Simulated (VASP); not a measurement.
# NbTe (P-6m2) in VASP: further runs

The runs below take NbTe through relaxation of cell and atoms, single point, with PBEsol+D4, PBEsol.

Everything below comes from runs of VASP 6.6.1. Logs are shortened: lines on timing, memory, paths and dates and some standing lists are left out, and cuts for length are marked.

### 1 The cell of the first run

It takes space group P-6m2 (No. 187, hexagonal). Conventional cell: a = 3.703 Å, b = 3.703 Å, c = 3.694 Å, α = 90.00°, β = 90.00°, γ = 120.00°. Within 3.7 Å of Te (site symmetry -6m2) lie 6 Nb at 2.83 Å and 2 Te at 3.69 Å. Within 3.7 Å of Nb (site symmetry -6m2) lie 6 Te at 2.83 Å and 2 Nb at 3.69 Å.

### 2 Relaxation of cell and atoms, PBEsol+D4

Contents of INCAR:

```
PREC = Accurate
ENCUT = 600
EDIFF = 1E-7
ISMEAR = -1
SIGMA = 0.05
LREAL = F
LASPH = T
NELM = 80
ALGO = Normal
ISIF = 3
LWAVE = F
LCHARG = F
GGA = PS
IVDW = 13
IBRION = 2
NSW = 60
EDIFFG = -0.01
```

Contents of KPOINTS:

```
Automatic mesh
0
Gamma
  8 8 7
```

Contents of POSCAR:

```
NbTe
1.0
    3.7029743866      0.0000000000      0.0000000000
   -1.8514871933      3.2068698884      0.0000000000
    0.0000000000      0.0000000000      3.6942110000
Te Nb
1 1
Direct
    0.6666666667      0.3333333333      0.0000000000
    0.0000000000      0.0000000000      0.5000000000
```

Potentials or basis: VASP PAW PBE potentials, release 64 (Te, Nb_sv).

Command:

```bash
cat potpaw_PBE.64/Te/POTCAR potpaw_PBE.64/Nb_sv/POTCAR > POTCAR
mpirun -np 1 vasp_std > vasp.out
```

OUTCAR:

```text
PREC = Accurate
   ENCUT = 600
   EDIFF = 1E-7
   ISMEAR = -1
   LREAL = F
   LASPH = T
   NELM = 80
   ISIF = 3
   GGA = PS
   IVDW = 13
   IBRION = 2
   NSW = 60
   EDIFFG = -0.01

 ion  position               nearest neighbor table
   1  0.667  0.333  0.000-   2 2.83   2 2.83   2 2.83   2 2.83   2 2.83   2 2.83
   2  0.000  0.000  0.500-   1 2.83   1 2.83   1 2.83   1 2.83   1 2.83   1 2.83

  LATTYP: Found a hexagonal cell.
 ALAT       =     3.7029743866
 C/A-ratio  =     0.9976334196

  Lattice vectors:

 A1 = (   3.7029743866,   0.0000000000,   0.0000000000)
 A2 = (  -1.8514871933,   3.2068698884,   0.0000000000)
 A3 = (   0.0000000000,   0.0000000000,   3.6942110000)

Analysis of symmetry for initial positions (statically):
=====================================================================
 Subroutine PRICEL returns:
 Original cell was already a primitive cell.

 Routine SETGRP: Setting up the symmetry group for a
 hexagonal supercell.

 Subroutine GETGRP returns: Found 12 space group operations
 (whereof 12 operations were pure point group operations)
 out of a pool of 24 trial point group operations.

The static configuration has the point symmetry D_3h.

Analysis of symmetry for dynamics (positions and initial velocities):
=====================================================================
 Subroutine PRICEL returns:
 Original cell was already a primitive cell.

 Routine SETGRP: Setting up the symmetry group for a
 hexagonal supercell.

 Subroutine GETGRP returns: Found 12 space group operations
 (whereof 12 operations were pure point group operations)
 out of a pool of 24 trial point group operations.

The dynamic configuration has the point symmetry D_3h.

 Subroutine INISYM returns: Found 12 space group operations
 (whereof 12 operations are pure point group operations),
 and found     1 'primitive' translations

----------------------------------------------------------------------------------------

                                     Primitive cell

  volume of cell :      43.8686

  direct lattice vectors                    reciprocal lattice vectors
     3.702974387  0.000000000  0.000000000     0.270053178  0.155915275  0.000000000
    -1.851487193  3.206869888  0.000000000     0.000000000  0.311830550  0.000000000
     0.000000000  0.000000000  3.694211000     0.000000000  0.000000000  0.270693796

  length of vectors
     3.702974387  3.702974387  3.694211000     0.311830550  0.311830550  0.270693796

  position of ions in fractional coordinates (direct lattice)
     0.666666667  0.333333333  0.000000000
     0.000000000  0.000000000  0.500000000

  ion indices of the primitive-cell ions
   primitive index   ion index
                 1           1
                 2           2

----------------------------------------------------------------------------------------

 KPOINTS: Automatic mesh

Automatic generation of k-mesh.
 Grid dimensions read from file:
 generate k-points for:    8    8    7

 Generating k-lattice:

  Cartesian coordinates                     Fractional coordinates (reciprocal lattice)
     0.033756647  0.019489409  0.000000000     0.125000000  0.000000000  0.000000000
     0.000000000  0.038978819  0.000000000     0.000000000  0.125000000  0.000000000
     0.000000000  0.000000000  0.038670542     0.000000000  0.000000000  0.142857143

  Length of vectors
     0.038978819  0.038978819  0.038670542

  Shift w.r.t. Gamma in fractional coordinates (k-lattice)
     0.000000000  0.000000000  0.000000000

 Subroutine IBZKPT returns following result:
 ===========================================

 Found     40 irreducible k-points:

 Following reciprocal coordinates:
            Coordinates               Weight
  0.000000  0.000000  0.000000      1.000000
  0.125000 -0.000000  0.000000      6.000000
  0.250000 -0.000000  0.000000      6.000000
  0.375000  0.000000  0.000000      6.000000
  0.500000 -0.000000  0.000000      3.000000
  0.125000  0.125000  0.000000      6.000000
[... 16 lines left out ...]
  0.250000 -0.000000  0.285714     12.000000
  0.375000  0.000000  0.285714     12.000000
 [... further k-points ...]
   k-points           NKPTS =     40   k-points in BZ     NKDIM =     40   number of bands    NBANDS=     13
   number of dos      NEDOS =    301   number of ions     NIONS =      2
   total plane-waves  NPLWV =  27000
   dimension x,y,z NGX =    30 NGY =   30 NGZ =   30
   dimension x,y,z NGXF=    60 NGYF=   60 NGZF=   60
   ions per type =               1   1
   NGX,Y,Z   is equivalent  to a cutoff of  13.47, 13.47, 13.50 a.u.
   NGXF,Y,Z  is equivalent  to a cutoff of  26.94, 26.94, 27.00 a.u.
 SYSTEM =  unknown system
   PREC   = accura    normal or accurate (medium, high low for compatibility)
   ISTART =      0    job   : 0-new  1-cont  2-samecut
   ICHARG =      2    charge: 1-file 2-atom 10-const
   ISPIN  =      1    spin polarized calculation?
   LNONCOLLINEAR =      F non collinear calculations
   LSORBIT =      F    spin-orbit coupling
   LASPH  =      T    aspherical Exc in radial PAW
   ENCUT  =  600.0 eV  44.10 Ry    6.64 a.u.   7.40  7.40  7.38*2*pi/ulx,y,z
   NELM   =     80;   NELMIN=  2; NELMDL= -5     # of ELM steps
   EDIFF  = 0.1E-06   stopping-criterion for ELM
   LREAL  =      F    real-space projection
   EDIFFG = -.1E-01   stopping-criterion for IOM
   NSW    =     60    number of steps for IOM
   IBRION =      2    ionic relax: 0-MD 1-quasi-New 2-CG
   NFREE  =      1    steps in history (QN), initial steepest desc. (CG)
   ISIF   =      3    stress and relaxation
   ISYM   =      2    0-nonsym 1-usesym 2-fastsym
   POTIM  = 0.5000    time-step for ionic-motion
   TEBEG  =    0.0;   TEEND  =   0.0 temperature during run
   PSTRESS=    0.0 pullay stress
   NELECT =      19.0000    total number of electrons
   NUPDOWN=      -1.0000    fix difference up-down
   EMIN   =  10.00;   EMAX   =-10.00  energy-range for DOS
   EFERMI =   0.00;   METHOD = LEGACY
   ISMEAR =    -1;   SIGMA  =   0.05  broadening in eV -4-tet -1-fermi 0-gaus
   EFERMI_NEDOS =   21; number of points for ismear=-14 and -15
   IALGO  =     38    algorithm
   IMIX   =      4    mixing-type and parameters
     AMIX     =   0.40;   BMIX     =  1.00
     AMIX_MAG =   1.60;   BMIX_MAG =  1.00
  volume/ion in A,a.u.               =      21.93       148.02
  Fermi-wavevector in a.u.,A,eV,Ry     =   1.238630  2.340671 20.874103  1.534203
  Thomas-Fermi vector in A             =   2.373147
   LORBIT       =      0    0 simple, 1 ext, 2 COOP (PROOUT), +10 PAW based schemes
   GGA     = PS    functional components
   LHFCALC =     F    Hartree Fock is set to
   AEXX    =    0.0000 exact exchange contribution
   IVDW    =    13    specifies the selected vdW correction
   LEPSILON=     F    determine dielectric tensor
   LRPA    =     F    only Hartree local field effects (RPA)
 conjugate gradient relaxation of ions
 non-spin polarized calculation
  energy-cutoff  :      600.00
  volume of cell :       43.87
 maximum number of plane-waves:      1509
 NGX is ok and might be reduce to    30
   NGX = 15   NGY = 15   NGZ = 15

--------------------------------------- Ionic step        1  -------------------------------------------

 number of electron      19.0000000 magnetization

 Free energy of the ion-electron system (eV)
  ---------------------------------------------------
  ext. energy  EPLUGINS =         0.00000000
  ---------------------------------------------------
  free energy    TOTEN  =       -14.87076347 eV

  energy without entropy =      -14.85933833  energy(sigma->0) =      -14.86505090

------------------------ aborting loop because EDIFF is reached ----------------------------------------

  DFT-D4 for vdW energy calculation

  Edisp (eV):   -0.55504

  FORCE on cell =-STRESS in cart. coord.  units (eV):
  Direction    XX          YY          ZZ          XY          YZ          ZX
  --------------------------------------------------------------------------------------
  -------------------------------------------------------------------------------------
  Total      -1.97265    -1.97265    -1.99879     0.00000     0.00000     0.00000
  in kB     -72.04536   -72.04536   -73.00018     0.00000     0.00000     0.00000
  external pressure =      -72.36 kB  Pullay stress =        0.00 kB
[... 181 lines left out ...]
  energy  without entropy=      -15.4783364291  energy(sigma->0) =      -15.48321239

--------------------------------------- Ionic step        6  -------------------------------------------

 number of electron      19.0000000 magnetization

 Free energy of the ion-electron system (eV)
  ---------------------------------------------------
  ext. energy  EPLUGINS =         0.00000000
  ---------------------------------------------------
  free energy    TOTEN  =       -14.90047010 eV

  energy without entropy =      -14.89119140  energy(sigma->0) =      -14.89583075

 E-fermi :  11.8142     XC(G=0): -11.6958

 val. band max:       11.7794772189   @ k =   0.1250  -0.0000   0.2857
 cond. band min:      11.8820033022   @ k =   0.2500   0.1250   0.2857
 fundamental gap:      0.1025260832
 Fermi energy:        11.8141911667

 k-point     1 :       0.0000    0.0000    0.0000
  band No.  band energies     occupation
      1     -43.6060      2.00000
      2     -19.8687      2.00000
      3     -19.6324      2.00000
      4     -19.6324      2.00000
      5      -2.8594      2.00000
      6       8.4905      2.00000
      7       8.6146      2.00000
      8       8.6146      2.00000
      9       9.3011      2.00000
     10      11.9422      0.14339
     11      11.9422      0.14339
     12      14.4997      0.00000
     13      14.4997      0.00000
[... 353 lines left out ...]
 k-point    24 :       0.3750    0.0000    0.2857
  band No.  band energies     occupation
      1     -43.5909      2.00000
      2     -19.9148      2.00000
      3     -19.7747      2.00000
      4     -19.6590      2.00000
      5      -0.9938      2.00000
      6       5.2319      2.00000
      7       6.5368      2.00000
      8       8.0546      2.00000
      9       9.9014      2.00000
     10      12.3735      0.00003
     11      12.3817      0.00002
     12      14.1355      0.00000
     13      14.8277      0.00000

 [... further k-points ...]

------------------------ aborting loop because EDIFF is reached ----------------------------------------

  DFT-D4 for vdW energy calculation

  Edisp (eV):   -0.58813

  FORCE on cell =-STRESS in cart. coord.  units (eV):
  Direction    XX          YY          ZZ          XY          YZ          ZX
  --------------------------------------------------------------------------------------
  -------------------------------------------------------------------------------------
  Total      -0.00198    -0.00198     0.00742     0.00000     0.00000     0.00000
  in kB      -0.07706    -0.07706     0.28811     0.00000     0.00000     0.00000
  external pressure =        0.04 kB  Pullay stress =        0.00 kB
[... 17 lines left out ...]
  FREE ENERGIE OF THE ION-ELECTRON SYSTEM (eV)
  ---------------------------------------------------
  free  energy   TOTEN  =       -15.4885970618 eV

  energy  without entropy=      -15.4793183658  energy(sigma->0) =      -15.48395771

 reached required accuracy - stopping structural energy minimisation
```

It took 58 s on 1 thread of Intel Xeon 6975P-C (Granite Rapids), shared host; peak memory 0.2 GiB.

Results:

```yaml
Free_energy: -15.4886 eV
Relaxed_volume: 20.62 Å³/atom
Relaxed_cell: a = 3.606 Å, b = 3.606 Å, c = 3.663 Å, α = 90.00°, β = 90.00°, γ = 120.00°
Space_group_after_relaxing_to_0.05_Å: P-6m2 (No. 187)
Energy_gained_by_relaxing: 31.4 meV/atom
Ionic_steps: 6
Pressure_after_relaxing: 0.0 GPa
Dispersion_energy_per_atom: -0.294 eV
```

The path:
```
step  energy change (eV)  largest force (eV/Å)  pressure (GPa)  volume (Å³)
   1              0.0000                0.0000           -7.24        43.87
   2              0.0959                0.0000           15.37        37.87
   3             -0.0593                0.0000           -0.20        41.44
   4             -0.0593                0.0000           -0.03        41.39
   5             -0.0623                0.0000           -0.01        41.30
   6             -0.0628                0.0000            0.00        41.24
```

Final structure:
```yaml
crystal:
  lattice:
    - [3.60554, 0.00000, 0.00000]
    - [-1.80277, 3.12249, 0.00000]
    - [0.00000, 0.00000, 3.66299]
  atoms:
    - { symbol: Te, position: [0.66667, 0.33333, 0.00000] }
    - { symbol: Nb, position: [0.00000, 0.00000, 0.50000] }
```

Levels at points of the mesh, in eV from the Fermi level:
```csv
k point,band 7,band 8,band 9,band 10,band 11,band 12,band 13
"(0.00, 0.00, 0.00)",-3.20,-3.20,-2.51,0.13,0.13,2.69,2.69
"(0.50, 0.00, 0.00)",-4.15,-2.92,-2.55,-0.24,1.39,1.75,3.17
```

Caveat: the PAW data sets were made with another functional, which shifts forces and pressure a little; spin-orbit coupling is left out, which moves the levels of the heavy elements; pairwise dispersion overbinds metals, which lowers pressure and volume.

### 3 Single point, PBEsol (volume scaled by 0.94)

Contents of INCAR:

```
PREC = Accurate ; ENCUT = 520
EDIFF = 1E-6 ; ISMEAR = -1
SIGMA = 0.05 ; LREAL = F
LASPH = T ; NELM = 100
ALGO = Normal ; ISIF = 2
LWAVE = F ; LCHARG = F
GGA = PS ; NBANDS = 16
```

Contents of KPOINTS:

```
regular mesh
0
Gamma
  8 8 7
```

Contents of POSCAR:

```
NbTe
1.0
    3.6273822700      0.0000000000      0.0000000000
   -1.8136911350      3.1414051951      0.0000000000
    0.0000000000      0.0000000000      3.6187977783
Te Nb
1 1
Direct
    0.6666666667      0.3333333333      0.0000000000
    0.0000000000      0.0000000000      0.5000000000
```

Potentials or basis: VASP PAW PBE potentials, release 64 (Te, Nb_sv).

Command:

```bash
cat potpaw_PBE.64/Te/POTCAR potpaw_PBE.64/Nb_sv/POTCAR > POTCAR
mpirun -np 1 vasp_std > vasp.out
```

Wall time 22 s (1 thread of Intel Xeon Platinum 8375C at 2.90GHz (Ice Lake), shared host); peak memory 0.17 GiB.

The run converged. Its results:

```
Free energy : -14.8960 eV
Pressure    : 2.6 GPa
```

Stress tensor (GPa, compression positive):
```
1.86 0.00 0.00
0.00 1.86 0.00
0.00 0.00 4.16
```

Levels at points of the mesh, in eV from the Fermi level:
```csv
k point,band 6,band 7,band 8,band 9,band 10,band 11,band 12,band 13,band 14,band 15
"(0.00, 0.00, 0.00)",-3.33,-3.33,-3.31,-2.34,0.13,0.13,2.69,2.69,3.20,6.01
"(0.50, 0.00, 0.00)",-7.58,-4.03,-2.93,-2.64,-0.22,1.32,1.65,3.26,4.05,5.87
```

Caveat: the cell differs from its parent crystal (volume scaled by 0.94); the PAW data sets were made with another functional, which shifts forces and pressure a little; spin-orbit coupling is left out, which moves the levels of the heavy elements.

### 4 Single point, PBEsol (volume scaled by 0.96)

Contents of INCAR:

```
SYSTEM = NbTe
  PREC = Accurate
  ENCUT = 520
  EDIFF = 1E-6
  ISMEAR = -1
  SIGMA = 0.05
  LREAL = .False.
  LASPH = .True.
  NELM = 100
  ALGO = Normal
  ISIF = 2
  LWAVE = .False.
  LCHARG = .False.
  GGA = PS
  NBANDS = 16
```

Contents of KPOINTS:

```
regular mesh
0
Gamma
  8 8 7
  0 0 0
```

Contents of POSCAR:

```
NbTe
1.0
    3.6529280573      0.0000000000      0.0000000000
   -1.8264640286      3.1635284958      0.0000000000
    0.0000000000      0.0000000000      3.6442831093
Te Nb
1 1
Direct
    0.6666666667      0.3333333333      0.0000000000
    0.0000000000      0.0000000000      0.5000000000
```

Command:

```bash
cat potpaw_PBE.64/Te/POTCAR potpaw_PBE.64/Nb_sv/POTCAR > POTCAR
mpirun -np 1 vasp_std > vasp.out
```

It took 23 s on 1 thread of Intel Xeon Platinum 8375C at 2.90GHz (Ice Lake), shared host; peak memory 0.17 GiB.

It converged, with:

- Free energy: -14.9024 eV
- Pressure: -0.3 GPa

Stress tensor (GPa, compression positive):
```
-0.82  0.00  0.00
 0.00 -0.82  0.00
 0.00  0.00  0.62
```

Levels at points of the mesh, in eV from the Fermi level:
```tsv
k point	band 8	band 9	band 10	band 11	band 12	band 13
(0.00, 0.00, 0.00)	-3.21	-2.34	0.13	0.13	2.60	2.60
(0.50, 0.00, 0.00)	-2.84	-2.63	-0.21	1.29	1.59	3.18
```

Caveat: the cell differs from its parent crystal (volume scaled by 0.96); the PAW data sets were made with another functional, which shifts forces and pressure a little; spin-orbit coupling is left out, which moves the levels of the heavy elements.

### 5 The runs side by side

```csv
task,level,cell,cutoff (eV),gap on the mesh (eV),pressure (GPa)
relaxation of cell and atoms,PBEsol+D4,"relaxed from a = 3.703, b = 3.703, c = 3.694 Å, angles 90.0, 90.0, 120.0°, 2 atoms",600,none,0.0
single point,PBEsol,"a = 3.627, b = 3.627, c = 3.619 Å, angles 90.0, 90.0, 120.0°, 2 atoms",520,none,2.6
single point,PBEsol,"a = 3.653, b = 3.653, c = 3.644 Å, angles 90.0, 90.0, 120.0°, 2 atoms",520,none,-0.3
```

Alike in all rows: potentials or basis VASP PAW PBE potentials, release 64 (Te, Nb_sv); no spin polarisation; k mesh 8 × 8 × 7; smearing fermi-dirac 0.05 eV.

Caveats: the PAW data sets were made with another functional, which shifts forces and pressure a little; spin-orbit coupling is left out, which moves the levels of the heavy elements; pairwise dispersion overbinds metals, which lowers pressure and volume (some runs).

Absolute energies hang on the potentials; compare differences alone.
